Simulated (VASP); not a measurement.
TaN:

```xyz
2
Lattice="0.0000 2.1790 2.1790 2.1790 0.0000 2.1790 2.1790 2.1790 0.0000" Properties=species:S:1:pos:R:3 pbc="T T T"
Ta    2.1790    2.1790    2.1790
N     0.0000    0.0000    0.0000
```

* Program: VASP 6.6.1
* Task: relaxation of cell and atoms
* Functional: PBEsol
* Potentials or basis: VASP PAW PBE potentials, release 64 (Ta_pv, N)
* Cutoff: 600 eV
* k mesh: 16 × 16 × 16
* Occupations: gaussian, width 0.1 eV
* Spin: no spin polarisation

At the start: pressure 5.5 GPa; volume 10.35 Å³/atom.

Q: How do energy, volume and symmetry change on relaxing?

A: Over 3 steps the energy falls by 2.6 meV/atom and the volume is 10.50 Å³/atom (+1.5 %); space group Fm-3m (No. 225, to 0.05 Å).

The path:
| step | energy change (eV) | largest force (eV/Å) | pressure (GPa) | volume (Å³) |
| --- | --- | --- | --- | --- |
| 1 | 0.0000 | 0.0000 | 5.45 | 20.69 |
| 2 | 0.0240 | 0.0000 | -11.81 | 21.76 |
| 3 | -0.0052 | 0.0000 | -0.06 | 21.00 |

Final structure:
```xyz
2
Lattice="0.0000 2.1899 2.1899 2.1899 0.0000 2.1899 2.1899 2.1899 0.0000" Properties=species:S:1:pos:R:3 pbc="T T T"
Ta    2.1899    2.1899    2.1899
N     0.0000    0.0000    0.0000
```

Caveat: the PAW data sets were made with another functional, which shifts forces and pressure a little.
